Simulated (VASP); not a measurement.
Set up this calculation in VASP 6.6.1, as the native input.

```
Task                   : relaxation of volume and atoms at fixed shape
Functional             : LDA
Potentials or basis    : VASP PAW LDA potentials, release 64 (Ta_sv_GW, Os_sv_GW)
Cutoff                 : 560 eV
k mesh                 : 10 × 10 × 3
Occupations            : fermi-dirac, width 0.1 eV
Spin                   : no spin polarisation
Dipole correction      : no
Further INCAR settings : ALGO = Normal; EDIFF = 1e-07; IBRION = 2; EDIFFG = -0.03; NSW = 80; ISIF = 8
```

The structure of TaOs3 lies in POSCAR:

```
TaOs3
1.0
    2.7876460000      0.0000000000      0.0000000000
   -1.3938230000      2.4141720000      0.0000000000
    0.0000000000      0.0000000000      9.0869870000
Ta Os
1 3
Direct
    0.6666666667      0.3333333333      0.0000000000
    0.6666666667      0.3333333333      0.5000000000
    0.3333333333      0.6666666667      0.2647860000
    0.3333333333      0.6666666667      0.7352140000
```

One way to write it, as run:

INCAR

```
SYSTEM = TaOs3
PREC     = Accurate       ! precision mode
ENCUT    = 560            ! plane-wave cutoff, eV
EDIFF    = 1E-7           ! SCF threshold, eV
ISMEAR   = -1             ! smearing method
SIGMA    = 0.1            ! smearing width, eV
LREAL    = .False.        ! projectors in reciprocal space
LASPH    = .True.         ! aspherical terms in the spheres
NELM     = 120            ! most SCF steps
ALGO     = Normal         ! electronic algorithm
ISIF     = 8              ! what is computed and relaxed
LWAVE    = .False.        ! write WAVECAR
LCHARG   = .False.        ! write CHGCAR
IBRION   = 2              ! ionic algorithm
NSW      = 80             ! ionic steps
EDIFFG   = -0.03          ! ionic threshold
GGA_COMPAT= .False.      
NELMIN   = 4
```

KPOINTS

```
regular mesh
0
Gamma
  10 10 3
  0 0 0
```

Potentials or basis: VASP PAW LDA potentials, release 64 (Ta_sv_GW, Os_sv_GW).

Launch:

```sh
$ cat potpaw_LDA.64/Ta_sv_GW/POTCAR potpaw_LDA.64/Os_sv_GW/POTCAR > POTCAR
$ mpirun -np 1 vasp_std > vasp.out
```

It gave:

The relaxed volume is 14.58 Å³/atom and the relaxed cell is a = 2.744 Å, b = 2.744 Å, c = 8.944 Å, α = 90.00°, β = 90.00°, γ = 120.00°. The space group after relaxing (to 0.1 Å) is P-6m2 (No. 187). The pressure after relaxing is 0.0 GPa and the largest force after relaxing is 0.024 eV/Å. The band gap on the k mesh is zero (an odd number of electrons rules out a gap without spin polarisation).

Caveat: spin-orbit coupling is left out, which moves the levels of the heavy elements.

Run time: 4.6 min on 1 thread of Intel(R) Xeon(R) Platinum 8488C (Sapphire Rapids), with other jobs on the host, peak memory 0.22 GiB.
